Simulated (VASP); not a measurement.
# MgSi2C2 (I4/mmm) in VASP: single point with PBE

Aim: the single point of MgSi2C2 with PBE.

Program: VASP 6.6.1. These are calculated values, not measurements. Logs are shortened: lines on timing, memory, paths and dates and some standing lists are left out, and cuts for length are marked.

### Step 1. The cell of the first run

Symmetry: I4/mmm, No. 139, tetragonal system. The conventional cell has a = 3.841 Å, b = 3.841 Å, c = 9.070 Å, α = 90.00°, β = 90.00°, γ = 90.00°. Within 3.9 Å of Mg (site symmetry 4/mmm) lie 10 C at 2.91 to 3.48 Å and 8 Si at 2.97 Å and 4 Mg at 3.84 Å. Within 3.0 Å of Si (site symmetry -4m2) lie 4 C at 2.27 Å and 4 Si at 2.72 Å and 4 Mg at 2.97 Å. C (site symmetry 4mm) has 1 C at 2.10 Å and 4 Si at 2.27 Å within 2.8 Å.

The cell was built from a structure type or drawn by symmetry, and may not be a known phase.

### Step 2. Single point, PBE

File INCAR:

```
SYSTEM = MgSi2C2
ALGO = Normal
EDIFF = 1E-7
ENCUT = 520
GGA = PE
ISIF = 2
ISMEAR = 0
LASPH = .True.
LCHARG = .False.
LREAL = .False.
LWAVE = .False.
NBANDS = 17
NELM = 100
PREC = Accurate
SIGMA = 0.1
```

File KPOINTS:

```
k-points
0
Gamma
  6 6 6
  0 0 0
```

File POSCAR:

```
MgSi2C2
1.0
   -1.9207000200      1.9207000200      4.5350638200
    1.9207000200     -1.9207000200      4.5350638200
    1.9207000200      1.9207000200     -4.5350638200
Mg Si C
1 2 2
Direct
    0.0000000000      0.0000000000      0.0000000000
    0.7500000000      0.2500000000      0.5000000000
    0.2500000000      0.7500000000      0.5000000000
    0.3842000100      0.3842000100      0.0000000000
    0.6157999900      0.6157999900      0.0000000000
```

Potentials or basis: VASP PAW PBE potentials, release 64 (Mg, Si, C).

The run is started by

```console
$ cat potpaw_PBE.64/Mg/POTCAR potpaw_PBE.64/Si/POTCAR potpaw_PBE.64/C/POTCAR > POTCAR
$ mpirun -np 1 vasp_std > vasp.out
```

OUTCAR:

```text
SYSTEM = MgSi2C2
   EDIFF = 1E-7
   ENCUT = 520
   GGA = PE
   ISIF = 2
   ISMEAR = 0
   LASPH = .True.
   LREAL = .False.
   NELM = 100
   PREC = Accurate

 ion  position               nearest neighbor table
   1  0.000  0.000  0.000-   2 2.97   3 2.97   2 2.97   3 2.97   2 2.97   3 2.97   2 2.97   3 2.97

   2  0.750  0.250  0.500-   4 2.27   5 2.27   4 2.27   5 2.27   3 2.72   3 2.72   3 2.72   3 2.72
                             1 2.97   1 2.97   1 2.97   1 2.97
   3  0.250  0.750  0.500-   4 2.27   5 2.27   4 2.27   5 2.27   2 2.72   2 2.72   2 2.72   2 2.72
                             1 2.97   1 2.97   1 2.97   1 2.97
   4  0.384  0.384  0.000-   2 2.27   3 2.27   3 2.27   2 2.27
   5  0.616  0.616  0.000-   3 2.27   2 2.27   2 2.27   3 2.27

  LATTYP: Found a body centered tetragonal cell.
 ALAT       =     3.8414000400
 C/A-ratio  =     2.3611515452

  Lattice vectors:

 A1 = (  -1.9207000200,   1.9207000200,   4.5350638200)
 A2 = (   1.9207000200,  -1.9207000200,   4.5350638200)
 A3 = (   1.9207000200,   1.9207000200,  -4.5350638200)

Analysis of symmetry for initial positions (statically):
=====================================================================
 Subroutine PRICEL returns:
 Original cell was already a primitive cell.

 Routine SETGRP: Setting up the symmetry group for a
 body centered tetragonal supercell.

 Subroutine GETGRP returns: Found 16 space group operations
 (whereof 16 operations were pure point group operations)
 out of a pool of 16 trial point group operations.

The static configuration has the point symmetry D_4h.

Analysis of symmetry for dynamics (positions and initial velocities):
=====================================================================
 Subroutine PRICEL returns:
 Original cell was already a primitive cell.

 Routine SETGRP: Setting up the symmetry group for a
 body centered tetragonal supercell.

 Subroutine GETGRP returns: Found 16 space group operations
 (whereof 16 operations were pure point group operations)
 out of a pool of 16 trial point group operations.

The dynamic configuration has the point symmetry D_4h.

 Subroutine INISYM returns: Found 16 space group operations
 (whereof 16 operations are pure point group operations),
 and found     1 'primitive' translations

----------------------------------------------------------------------------------------

                                     Primitive cell

  volume of cell :      66.9210

  direct lattice vectors                    reciprocal lattice vectors
    -1.920700020  1.920700020  4.535063820     0.000000000  0.260321755  0.110252032
     1.920700020 -1.920700020  4.535063820     0.260321755  0.000000000  0.110252032
     1.920700020  1.920700020 -4.535063820     0.260321755  0.260321755  0.000000000

  length of vectors
     5.286301258  5.286301258  5.286301258     0.282706432  0.282706432  0.368150556

  position of ions in fractional coordinates (direct lattice)
     0.000000000  0.000000000  0.000000000
     0.750000000  0.250000000  0.500000000
     0.250000000  0.750000000  0.500000000
     0.384200010  0.384200010  0.000000000
     0.615799990  0.615799990  0.000000000

  ion indices of the primitive-cell ions
   primitive index   ion index
                 1           1
                 2           2
                 3           3
                 4           4
                 5           5

----------------------------------------------------------------------------------------

 KPOINTS: k-points

Automatic generation of k-mesh.
 Grid dimensions read from file:
 generate k-points for:    6    6    6

 Generating k-lattice:

  Cartesian coordinates                     Fractional coordinates (reciprocal lattice)
     0.000000000  0.043386959  0.018375339     0.166666667  0.000000000 -0.000000000
     0.043386959  0.000000000  0.018375339     0.000000000  0.166666667 -0.000000000
     0.043386959  0.043386959  0.000000000     0.000000000  0.000000000  0.166666667

  Length of vectors
     0.047117739  0.047117739  0.061358426

  Shift w.r.t. Gamma in fractional coordinates (k-lattice)
     0.000000000  0.000000000  0.000000000

 Subroutine IBZKPT returns following result:
 ===========================================

 Found     30 irreducible k-points:

 Following reciprocal coordinates:
            Coordinates               Weight
  0.000000  0.000000  0.000000      1.000000
  0.166667 -0.000000  0.000000      8.000000
  0.333333 -0.000000  0.000000      8.000000
  0.500000 -0.000000  0.000000      4.000000
  0.166667  0.166667  0.000000      8.000000
  0.333333  0.166667  0.000000     16.000000
[... 16 lines left out ...]
 -0.333333 -0.333333  0.166667      8.000000
 -0.166667 -0.333333  0.166667      8.000000
 [... further k-points ...]
   k-points           NKPTS =     30   k-points in BZ     NKDIM =     30   number of bands    NBANDS=     17
   number of dos      NEDOS =    301   number of ions     NIONS =      5
   total plane-waves  NPLWV =  64000
   dimension x,y,z NGX =    40 NGY =   40 NGZ =   40
   dimension x,y,z NGXF=    80 NGYF=   80 NGZF=   80
   ions per type =               1   2   2
   NGX,Y,Z   is equivalent  to a cutoff of  12.58, 12.58, 12.58 a.u.
   NGXF,Y,Z  is equivalent  to a cutoff of  25.16, 25.16, 25.16 a.u.
 SYSTEM =  MgSi2C2
   PREC   = accura    normal or accurate (medium, high low for compatibility)
   ISTART =      0    job   : 0-new  1-cont  2-samecut
   ICHARG =      2    charge: 1-file 2-atom 10-const
   ISPIN  =      1    spin polarized calculation?
   LNONCOLLINEAR =      F non collinear calculations
   LSORBIT =      F    spin-orbit coupling
   LASPH  =      T    aspherical Exc in radial PAW
   ENCUT  =  520.0 eV  38.22 Ry    6.18 a.u.   9.83  9.83  9.83*2*pi/ulx,y,z
   NELM   =    100;   NELMIN=  2; NELMDL= -5     # of ELM steps
   EDIFF  = 0.1E-06   stopping-criterion for ELM
   LREAL  =      F    real-space projection
   EDIFFG = 0.1E-05   stopping-criterion for IOM
   NSW    =      0    number of steps for IOM
   IBRION =     -1    ionic relax: 0-MD 1-quasi-New 2-CG
   NFREE  =      0    steps in history (QN), initial steepest desc. (CG)
   ISIF   =      2    stress and relaxation
   ISYM   =      2    0-nonsym 1-usesym 2-fastsym
   POTIM  = 0.5000    time-step for ionic-motion
   TEBEG  =    0.0;   TEEND  =   0.0 temperature during run
   PSTRESS=    0.0 pullay stress
   NELECT =      18.0000    total number of electrons
   NUPDOWN=      -1.0000    fix difference up-down
   EMIN   =  10.00;   EMAX   =-10.00  energy-range for DOS
   EFERMI =   0.00;   METHOD = LEGACY
   ISMEAR =     0;   SIGMA  =   0.10  broadening in eV -4-tet -1-fermi 0-gaus
   EFERMI_NEDOS =   21; number of points for ismear=-14 and -15
   IALGO  =     38    algorithm
   IMIX   =      4    mixing-type and parameters
     AMIX     =   0.40;   BMIX     =  1.00
     AMIX_MAG =   1.60;   BMIX_MAG =  1.00
  volume/ion in A,a.u.               =      13.38        90.32
  Fermi-wavevector in a.u.,A,eV,Ry     =   1.056764  1.996995 15.194320  1.116751
  Thomas-Fermi vector in A             =   2.192012
   LORBIT       =      0    0 simple, 1 ext, 2 COOP (PROOUT), +10 PAW based schemes
   GGA     = PE    functional components
   LHFCALC =     F    Hartree Fock is set to
   AEXX    =    0.0000 exact exchange contribution
   IVDW    =     0    specifies the selected vdW correction
   LEPSILON=     F    determine dielectric tensor
   LRPA    =     F    only Hartree local field effects (RPA)
 non-spin polarized calculation
 Gauss-broadening in eV      SIGMA  =   0.10
  energy-cutoff  :      520.00
  volume of cell :       66.92
 maximum number of plane-waves:      1816
   NGX = 19   NGY = 19   NGZ = 19

 number of electron      18.0000000 magnetization

 Free energy of the ion-electron system (eV)
  ---------------------------------------------------
  ext. energy  EPLUGINS =         0.00000000
  ---------------------------------------------------
  free energy    TOTEN  =       -24.19032621 eV

  energy without entropy =      -24.18221989  energy(sigma->0) =      -24.18627305

 E-fermi :   6.9664     XC(G=0): -10.5051

 val. band max:        6.8754944229   @ k =   0.5000   0.5000   0.1667
 cond. band min:       6.9797829499   @ k =  -0.3333   0.1667   0.0000
 fundamental gap:      0.1042885270
 Fermi energy:         6.9663522479

 k-point     1 :       0.0000    0.0000    0.0000
  band No.  band energies     occupation
      1      -7.7884      2.00000
      2      -3.0737      2.00000
      3      -0.4631      2.00000
      4       2.0288      2.00000
      5       2.0288      2.00000
      6       3.9755      2.00000
[... 9 lines left out ...]
     16      11.7382      0.00000
     17      11.7382      0.00000

 k-point     2 :       0.1667   -0.0000    0.0000
  band No.  band energies     occupation
      1      -7.5291      2.00000
      2      -3.3454      2.00000
      3      -0.3130      2.00000
      4       0.5943      2.00000
      5       2.1805      2.00000
      6       3.0044      2.00000
[... 9 lines left out ...]
     16      11.7031      0.00000
     17      12.2357      0.00000

 k-point     3 :       0.3333   -0.0000    0.0000
  band No.  band energies     occupation
      1      -6.7890      2.00000
      2      -4.1647      2.00000
      3      -0.8935      2.00000
      4      -0.1987      2.00000
      5       2.6067      2.00000
      6       2.8468      2.00000
[... 392 lines left out ...]
 k-point    23 :      -0.3333   -0.3333    0.1667
  band No.  band energies     occupation
      1      -6.8484      2.00000
      2      -4.6776      2.00000
      3      -0.1389      2.00000
      4       0.3372      2.00000
      5       1.6599      2.00000
      6       3.9918      2.00000
[... 9 lines left out ...]
     16      13.1089      0.00000
     17      13.4516      0.00000

 k-point    24 :      -0.1667   -0.3333    0.1667
  band No.  band energies     occupation
      1      -7.2714      2.00000
      2      -4.2730      2.00000
      3       0.0257      2.00000
      4       1.1062      2.00000
      5       1.8751      2.00000
      6       3.5010      2.00000
[... 9 lines left out ...]
     16      11.2267      0.00000
     17      13.3968      0.00000

 [... further k-points ...]

------------------------ aborting loop because EDIFF is reached ----------------------------------------

  FORCE on cell =-STRESS in cart. coord.  units (eV):
  Direction    XX          YY          ZZ          XY          YZ          ZX
  --------------------------------------------------------------------------------------
  -------------------------------------------------------------------------------------
  Total       -4.1787931     -4.1787931     -5.2642174      0.0000000     -0.0000000     -0.0000000
  in kB     -100.0458273   -100.0458273   -126.0323180      0.0000000     -0.0000000     -0.0000000
  external PRESSURE =    -108.7079909 kB  Pullay stress =       0.0000000 kB

 VOLUME and BASIS-vectors are now :
 -----------------------------------------------------------------------------
  energy-cutoff  :      520.00
  volume of cell :       66.92
      direct lattice vectors                 reciprocal lattice vectors
    -1.920700020  1.920700020  4.535063820     0.000000000  0.260321755  0.110252032
     1.920700020 -1.920700020  4.535063820     0.260321755  0.000000000  0.110252032
     1.920700020  1.920700020 -4.535063820     0.260321755  0.260321755  0.000000000

 POSITION                                       TOTAL-FORCE (eV/Angst)
 -----------------------------------------------------------------------------------
      0.00000      0.00000      0.00000         0.000000      0.000000     -0.000000
      0.00000      1.92070      2.26753         0.000000      0.000000      0.000000
      1.92070      0.00000      2.26753         0.000000      0.000000     -0.000000
      0.00000      0.00000      3.48474        -0.000000     -0.000000     -1.170082
      0.00000      0.00000      5.58538        -0.000000     -0.000000      1.170082
 -----------------------------------------------------------------------------------
    total drift:                               -0.000000      0.000000     -0.000000

  FREE ENERGIE OF THE ION-ELECTRON SYSTEM (eV)
  ---------------------------------------------------
  free  energy   TOTEN  =       -24.1903262146 eV

  energy  without entropy=      -24.1822198938  energy(sigma->0) =      -24.18627305
```

Run time: 64 s. Hardware: 1 thread of Intel Xeon 8259CL, shared host; peak memory 0.25 GiB.

What came out:

- Free energy: -24.1903 eV
- Pressure: -10.9 GPa
- Largest force: 1.170 eV/Å
- Band gap on the k mesh: zero (bands 9 and 10 overlap by 1.98 eV)

Forces in eV/Å, atoms in the order of the input:
```
Mg   0.000  0.000  0.000
Si   0.000  0.000  0.000
Si   0.000  0.000  0.000
C    0.000  0.000 -1.170
C    0.000  0.000  1.170
```

Caveat: the cell stands under tension; forces of over 1 eV/Å act on the atoms, so gaps and moduli don't describe the material at rest.
